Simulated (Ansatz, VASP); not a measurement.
# MgO in VASP and in Ansatz

Contents of INCAR:

```
SYSTEM = MgO
PREC = Accurate
ENCUT = 520
EDIFF = 1E-7
ISMEAR = 0
SIGMA = 0.05
LREAL = .False.
LASPH = .True.
NELM = 100
ALGO = Normal
ISIF = 2
LWAVE = .False.
LCHARG = .False.
GGA = PE
NBANDS = 16
```

File KPOINTS:

```
Automatic mesh
0
Gamma
  9 9 6
  0 0 0
```

File POSCAR:

```
MgO
1.0
    3.1606000000      0.0000000000      0.0000000000
   -1.5803000000      2.7371598912      0.0000000000
    0.0000000000      0.0000000000      5.5313000000
Mg O
2 2
Direct
    0.3333333333      0.6666666667      0.0063188013
    0.6666666667      0.3333333333      0.5063188013
    0.3333333333      0.6666666667      0.3982811987
    0.6666666667      0.3333333333      0.8982811987
```

Input for Ansatz:

```yaml
crystal:
  lattice:
    - [3.1606, 0.0, 0.0]
    - [-1.5803, 2.7371598912, 0.0]
    - [0.0, 0.0, 5.5313]
  atoms:
    - { symbol: Mg, position: [0.3333333333, 0.6666666667, 0.0063188013] }
    - { symbol: Mg, position: [0.6666666667, 0.3333333333, 0.5063188013] }
    - { symbol: O, position: [0.3333333333, 0.6666666667, 0.3982811987] }
    - { symbol: O, position: [0.6666666667, 0.3333333333, 0.8982811987] }
basis:
  ecutwfc: 520.0
kpoints:
  mp_grid: { grid: [9, 9, 6] }
hamiltonian:
  xc: pbe
  pseudopotentials: { kind: paw, azcp: { folder: soft_1 } }
scf:
  occupations: { method: gaussian, width: 0.05 }
output:
  forces: true
  stress: true
  eigenvalues: true
  write_density: true
  write_potential: true
  elf: true
  volumetric_format: npy
```

Alike in both runs: task single point; functional PBE; k mesh 9 × 9 × 6; occupations gaussian, width 0.05 eV; no spin polarisation.

```csv
,VASP,Ansatz
version,VASP 6.6.1,Ansatz 0.2.0
potentials or method,"VASP PAW PBE potentials, release 64 (Mg, O), cutoff 520 eV","scalar-relativistic, plane waves, PAW"
valence electrons in the cell,16,32
```

Ansatz gave:

```
gap on the k mesh at the Fermi level (eV)                     : 3.64
least direct gap on the mesh (eV)                             : 3.64
pressure (GPa)                                                : 5.8
traceless stress, the component that is largest in VASP (GPa) : -15.66
rms of the force components (eV/Å)                            : 0.468
```

Question: What did VASP give for the same quantities?

Answer: gap on the k mesh at the Fermi level (eV): 3.63; least direct gap on the mesh (eV): 3.63; pressure (GPa): 5.4; traceless stress, the component that is largest in VASP (GPa): -15.86; rms of the force components (eV/Å): 0.475.

Atom by atom the forces differ by 0.006 eV/Å (rms over components). With one functional, cell and mesh, what is left measures potentials, basis and numerics. VASP's potentials hold 16 valence electrons a cell and Ansatz's 32, so a difference there can come from the potentials and not from the codes.
